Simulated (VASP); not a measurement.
Wanted: the native input for a VASP 6.6.1 run.

```
Task                   : single point
Functional             : LDA
Potentials or basis    : VASP PAW LDA potentials, release 64 (Li_sv)
Cutoff                 : 520 eV
k mesh                 : 12 × 12 × 7
Occupations            : gaussian, width 0.15 eV
Spin                   : no spin polarisation
Dipole correction      : no
Further INCAR settings : ALGO = Normal; EDIFF = 1e-06; NBANDS = 10
```

The structure of Li lies in POSCAR:

```
Li
1.0
    3.1110000000      0.0000000000      0.0000000000
   -1.5555000000      2.6942050300      0.0000000000
    0.0000000000      0.0000000000      5.0930000000
Li
2
Direct
    0.3333333300      0.6666666700      0.2500000000
    0.6666666700      0.3333333300      0.7500000000
```

These files were run (other wordings do the same):

INCAR

```
PREC = Accurate
ENCUT = 520
EDIFF = 1E-6
ISMEAR = 0
SIGMA = 0.15
LREAL = False
LASPH = True
NELM = 60
ALGO = Normal
ISIF = 2
LWAVE = False
LCHARG = False
NBANDS = 10
```

KPOINTS

```
regular mesh
0
Gamma
  12 12 7
```

Potentials or basis: VASP PAW LDA potentials, release 64 (Li_sv).

The run is started by

```console
$ cat potpaw_LDA.64/Li_sv/POTCAR > POTCAR
$ mpirun -np 1 vasp_std > vasp.out
```

Results of the run:

- Band gap on the k mesh: zero (band 3 reaches 2.54 eV, above the bottom of band 4 at -1.58 eV)

It took 12 s on 1 thread of Intel Xeon 6975P-C, on a shared host, peak memory 0.15 GiB.
